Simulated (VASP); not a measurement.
**CaO: relaxation of cell and atoms with BLYP+D4**

CaO:

```
Ca O
1.0
     0.00000    2.40356    2.40356
     2.40356    0.00000    2.40356
     2.40356    2.40356    0.00000
Ca O
1 1
Direct
  0.00000 0.00000 0.00000
  0.50000 0.50000 0.50000
```

- Program: VASP 6.6.1
- Task: relaxation of cell and atoms
- Functional: BLYP
- Dispersion: D4
- Potentials or basis: VASP PAW PBE potentials, release 64 (Ca_sv, O)
- Cutoff: 600 eV
- k mesh: 10 × 10 × 10
- Occupations: fermi-dirac, width 0.05 eV
- Spin: no spin polarisation
- Dipole correction: no
- Further INCAR settings: ALGO = Normal; EDIFF = 1e-06; IBRION = 2; EDIFFG = -0.01; NSW = 60; ISIF = 3

- Relaxed volume: 14.00 Å³/atom
- Relaxed cell: a = 3.408 Å, b = 3.408 Å, c = 3.408 Å, α = 60.00°, β = 60.00°, γ = 60.00°
- Space group after relaxing (to 0.1 Å): Fm-3m (No. 225)
- Energy gained by relaxing: 0.3 meV/atom
- Ionic steps: 3
- Pressure after relaxing: -0.1 GPa
- Band gap on the k mesh: 3.73 eV (least direct gap 4.10 eV)
- Dispersion energy per atom: -0.299 eV

Step by step:
```tsv
step	energy change (eV)	largest force (eV/Å)	pressure (GPa)	volume (Å³)
1	0.0000	0.0000	0.83	27.77
2	-0.0005	0.0000	-0.28	28.06
3	-0.0006	0.0000	-0.06	28.00
```

Final structure:
```
Ca O
1.0
     0.00000    2.41002    2.41002
     2.41002    0.00000    2.41002
     2.41002    2.41002    0.00000
Ca O
1 1
Direct
  0.00000 0.00000 0.00000
  0.50000 0.50000 0.50000
```

Levels at points of the mesh, in eV from the valence-band top:
```
           k point  band 5  band 6  band 7  band 8  band 9  band 10  band 11  band 12
(0.00, 0.00, 0.00)  -15.41    0.00    0.00    0.00    4.92     6.15     6.15     6.15
(0.50, 0.00, 0.00)  -14.28   -2.55   -1.18   -1.18    7.02     8.20     8.20     8.76
(0.50, 0.50, 0.00)  -15.18   -1.25   -0.37   -0.37    3.73     7.93     8.72     9.31
```

Run time: 37 s on 1 thread of Intel(R) Xeon(R) 6975P-C (Granite Rapids) (shared host), peak memory 0.18 GiB.

Caveat: the PAW data sets were made with another functional, which shifts forces and pressure a little. A k mesh can miss the band edges.
